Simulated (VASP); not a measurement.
# AlRu (rocksalt type) (Fm-3m) in VASP: single point with PBE

Aim: the single point of AlRu (rocksalt type) with PBE.

All numbers are computed with VASP 6.6.1; they aren't measurements. Logs are shortened: lines on timing, memory, paths and dates and some standing lists are left out, and cuts for length are marked.

## (1) The cell of the first run

It takes space group Fm-3m (No. 225, cubic). The conventional cell has a = 4.986 Å, b = 4.986 Å, c = 4.986 Å, α = 90.00°, β = 90.00°, γ = 90.00°. Ru (site symmetry m-3m) has 6 Al at 2.49 Å within 3.3 Å. Al (site symmetry m-3m) has 6 Ru at 2.49 Å within 3.3 Å.

## (2) Single point, PBE (15.49 Å³/atom)

The input, INCAR:

```
PREC     = Accurate       # precision mode
ENCUT    = 520            # plane-wave cutoff, eV
EDIFF    = 1E-6           # SCF threshold, eV
ISMEAR   = -1             # smearing method
SIGMA    = 0.1            # smearing width, eV
LREAL    = False          # projectors in reciprocal space
LASPH    = True           # aspherical terms in the spheres
NELM     = 100            # most SCF steps
ALGO     = Normal         # electronic algorithm
ISIF     = 2              # what is computed and relaxed
LWAVE    = False          # write WAVECAR
LCHARG   = True           # write CHGCAR
GGA      = PE             # functional
LELF     = True           # ELF
LVHAR    = True         
NBANDS   = 16             # bands
```

The input, KPOINTS:

```
Automatic mesh
0
Gamma
  14 14 14
```

The input, POSCAR:

```
AlRu
1.0
    0.0000000000      2.4928418966      2.4928418966
    2.4928418966      0.0000000000      2.4928418966
    2.4928418966      2.4928418966      0.0000000000
Ru Al
1 1
Direct
    0.0000000000      0.0000000000      0.0000000000
    0.5000000000      0.5000000000      0.5000000000
```

Potentials or basis: VASP PAW PBE potentials, release 64 (Ru_pv, Al).

Started as:

```bash
$ cat potpaw_PBE.64/Ru_pv/POTCAR potpaw_PBE.64/Al/POTCAR > POTCAR
$ mpirun -np 1 vasp_std > vasp.out
```

OUTCAR:

```text
PREC = Accurate
   ENCUT = 520
   EDIFF = 1E-6
   ISMEAR = -1
   LREAL = False
   LASPH = True
   NELM = 100
   ISIF = 2
   GGA = PE

 ion  position               nearest neighbor table
   1  0.000  0.000  0.000-   2 2.49   2 2.49   2 2.49   2 2.49   2 2.49   2 2.49
   2  0.500  0.500  0.500-   1 2.49   1 2.49   1 2.49   1 2.49   1 2.49   1 2.49

  LATTYP: Found a face centered cubic cell.
 ALAT       =     4.9856837932

  Lattice vectors:

 A1 = (   0.0000000000,   2.4928418966,   2.4928418966)
 A2 = (   2.4928418966,   0.0000000000,   2.4928418966)
 A3 = (   2.4928418966,   2.4928418966,   0.0000000000)

Analysis of symmetry for initial positions (statically):
=====================================================================
 Subroutine PRICEL returns:
 Original cell was already a primitive cell.

 Routine SETGRP: Setting up the symmetry group for a
 face centered cubic supercell.

 Subroutine GETGRP returns: Found 48 space group operations
 (whereof 48 operations were pure point group operations)
 out of a pool of 48 trial point group operations.

The static configuration has the point symmetry O_h .

Analysis of symmetry for dynamics (positions and initial velocities):
=====================================================================
 Subroutine PRICEL returns:
 Original cell was already a primitive cell.

 Routine SETGRP: Setting up the symmetry group for a
 face centered cubic supercell.

 Subroutine GETGRP returns: Found 48 space group operations
 (whereof 48 operations were pure point group operations)
 out of a pool of 48 trial point group operations.

The dynamic configuration has the point symmetry O_h .

 Subroutine INISYM returns: Found 48 space group operations
 (whereof 48 operations are pure point group operations),
 and found     1 'primitive' translations

----------------------------------------------------------------------------------------

                                     Primitive cell

  volume of cell :      30.9823

  direct lattice vectors                    reciprocal lattice vectors
     0.000000000  2.492841897  2.492841897    -0.200574293  0.200574293  0.200574293
     2.492841897  0.000000000  2.492841897     0.200574293 -0.200574293  0.200574293
     2.492841897  2.492841897  0.000000000     0.200574293  0.200574293 -0.200574293

  length of vectors
     3.525410819  3.525410819  3.525410819     0.347404865  0.347404865  0.347404865

  position of ions in fractional coordinates (direct lattice)
     0.000000000  0.000000000  0.000000000
     0.500000000  0.500000000  0.500000000

[... 72 lines left out ...]
   LSORBIT =      F    spin-orbit coupling
   LASPH  =      T    aspherical Exc in radial PAW
   ENCUT  =  520.0 eV  38.22 Ry    6.18 a.u.   6.55  6.55  6.55*2*pi/ulx,y,z
   NELM   =    100;   NELMIN=  2; NELMDL= -5     # of ELM steps
   EDIFF  = 0.1E-05   stopping-criterion for ELM
   LREAL  =      F    real-space projection
   EDIFFG = 0.1E-04   stopping-criterion for IOM
   NSW    =      0    number of steps for IOM
   IBRION =     -1    ionic relax: 0-MD 1-quasi-New 2-CG
   NFREE  =      0    steps in history (QN), initial steepest desc. (CG)
   ISIF   =      2    stress and relaxation
   ISYM   =      2    0-nonsym 1-usesym 2-fastsym
   POTIM  = 0.5000    time-step for ionic-motion
   TEBEG  =    0.0;   TEEND  =   0.0 temperature during run
   PSTRESS=    0.0 pullay stress
   NELECT =      17.0000    total number of electrons
   NUPDOWN=      -1.0000    fix difference up-down
   EMIN   =  10.00;   EMAX   =-10.00  energy-range for DOS
   EFERMI =   0.00;   METHOD = LEGACY
   ISMEAR =    -1;   SIGMA  =   0.10  broadening in eV -4-tet -1-fermi 0-gaus
   EFERMI_NEDOS =   21; number of points for ismear=-14 and -15
   IALGO  =     38    algorithm
   IMIX   =      4    mixing-type and parameters
     AMIX     =   0.40;   BMIX     =  1.00
     AMIX_MAG =   1.60;   BMIX_MAG =  1.00
  volume/ion in A,a.u.               =      15.49       104.54
  Fermi-wavevector in a.u.,A,eV,Ry     =   1.340252  2.532709 24.439804  1.796275
  Thomas-Fermi vector in A             =   2.468579
   LORBIT       =      0    0 simple, 1 ext, 2 COOP (PROOUT), +10 PAW based schemes
   GGA     = PE    functional components
   LHFCALC =     F    Hartree Fock is set to
   AEXX    =    0.0000 exact exchange contribution
   IVDW    =     0    specifies the selected vdW correction
   LEPSILON=     F    determine dielectric tensor
   LRPA    =     F    only Hartree local field effects (RPA)
 non-spin polarized calculation
  energy-cutoff  :      520.00
  volume of cell :       30.98
 maximum number of plane-waves:       869
 NGX is ok and might be reduce to    28
   NGX = 13   NGY = 13   NGZ = 13

 number of electron      17.0000001 magnetization

 Free energy of the ion-electron system (eV)
  ---------------------------------------------------
  ext. energy  EPLUGINS =         0.00000000
  ---------------------------------------------------
  free energy    TOTEN  =       -12.71443159 eV

  energy without entropy =      -12.64232771  energy(sigma->0) =      -12.67837965

 E-fermi :   9.0106     XC(G=0): -11.7333

 val. band max:        9.0070756852   @ k =   0.5000   0.2857   0.1429
 cond. band min:       9.0139118656   @ k =  -0.2143   0.2857   0.0714
 fundamental gap:      0.0068361805
 Fermi energy:         9.0106137763

 k-point     1 :       0.0000    0.0000    0.0000
  band No.  band energies     occupation
      1     -32.8397      2.00000
      2     -32.8397      2.00000
      3     -32.8397      2.00000
      4       0.0214      2.00000
      5       7.0290      2.00000
      6       7.0290      2.00000
[... 433 lines left out ...]
      3     -32.8488      2.00000
      4       1.4510      2.00000
      5       6.2006      2.00000
      6       6.3946      2.00000
[... 8 lines left out ...]
     15      21.3086      0.00000
     16      21.6440      0.00000

 [... further k-points ...]
[... 5 lines left out ...]
  --------------------------------------------------------------------------------------
  -------------------------------------------------------------------------------------
  Total        0.0018147      0.0018147      0.0018147      0.0000000     -0.0000000     -0.0000000
  in kB        0.0938426      0.0938426      0.0938426      0.0000000     -0.0000000     -0.0000000
  external PRESSURE =       0.0938426 kB  Pullay stress =       0.0000000 kB

 VOLUME and BASIS-vectors are now :
 -----------------------------------------------------------------------------
  energy-cutoff  :      520.00
  volume of cell :       30.98
      direct lattice vectors                 reciprocal lattice vectors
     0.000000000  2.492841897  2.492841897    -0.200574293  0.200574293  0.200574293
     2.492841897  0.000000000  2.492841897     0.200574293 -0.200574293  0.200574293
     2.492841897  2.492841897  0.000000000     0.200574293  0.200574293 -0.200574293

 POSITION                                       TOTAL-FORCE (eV/Angst)
 -----------------------------------------------------------------------------------
      0.00000      0.00000      0.00000         0.000000     -0.000000     -0.000000
      2.49284      2.49284      2.49284         0.000000      0.000000      0.000000
 -----------------------------------------------------------------------------------
    total drift:                               -0.000000     -0.000000      0.000000

  FREE ENERGIE OF THE ION-ELECTRON SYSTEM (eV)
  ---------------------------------------------------
  free  energy   TOTEN  =       -12.7144315897 eV

  energy  without entropy=      -12.6423277120  energy(sigma->0) =      -12.67837965
```

Wall time 61 s (1 thread of Intel Xeon 8259CL, shared host); peak memory 0.19 GiB.

Results:

- Free energy: -12.7144 eV
- Pressure: 0.0 GPa
- Band gap on the k mesh: zero (an odd number of electrons rules out a gap without spin polarisation)

Levels at points of the mesh, in eV from the Fermi level:
| k point | band 7 | band 8 | band 9 | band 10 | band 11 | band 12 |
| --- | --- | --- | --- | --- | --- | --- |
| (0.00, 0.00, 0.00) | -1.98 | -1.68 | -1.68 | 6.55 | 6.55 | 6.55 |
| (0.50, 0.00, 0.00) | -2.79 | -0.32 | -0.32 | 1.27 | 7.33 | 7.93 |
| (0.50, 0.50, 0.00) | -0.95 | 0.08 | 0.08 | 2.16 | 2.41 | 2.41 |
